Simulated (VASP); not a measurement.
A run of VASP 6.6.1 is set up as follows.

The input INCAR:

```
  PREC = Accurate
  ENCUT = 400
  EDIFF = 1E-6
  ISMEAR = 1
  SIGMA = 0.1
  LREAL = False
  LASPH = True
  NELM = 120
  ALGO = Normal
  ISIF = 2
  LWAVE = False
  LCHARG = False
  LDIPOL = True
  IDIPOL = 3
  DIPOL = 0.5 0.5 0.500
  GGA = PE
  NBANDS = 17
  GGA_COMPAT = False
  NELMDL = -8
```

File KPOINTS:

```
regular mesh
0
Gamma
  7 7 1
```

Contents of POSCAR:

```
Pt
1.0
    2.7731313745      0.0000000000      0.0000000000
    1.3865656872      2.4016022183      0.0000000000
    0.0000000000      0.0000000000     12.2642522857
Pt
2
Direct
    0.0000000000      0.0000000000      0.4076889388
    0.3333333333      0.3333333333      0.5923110612
```

Potentials or basis: VASP PAW PBE potentials, release 64 (Pt).

Command:

```console
$ cat potpaw_PBE.64/Pt/POTCAR > POTCAR
$ mpirun -np 1 vasp_std > vasp.out
```

Q: What does it give for the largest force?

A: 0.750 eV/Å.

Q: Estimate the band gap on the k mesh.

A: Zero (band 10 reaches 0.85 eV, above the bottom of band 11 at 0.13 eV).

Forces on the atoms (eV/Å):
```
Pt   0.000  0.000 -0.750
Pt   0.000  0.000  0.750
```

Caveat: the k points lie up to 0.37 Å⁻¹ apart; spin-orbit coupling is left out, which moves the levels of the heavy elements.
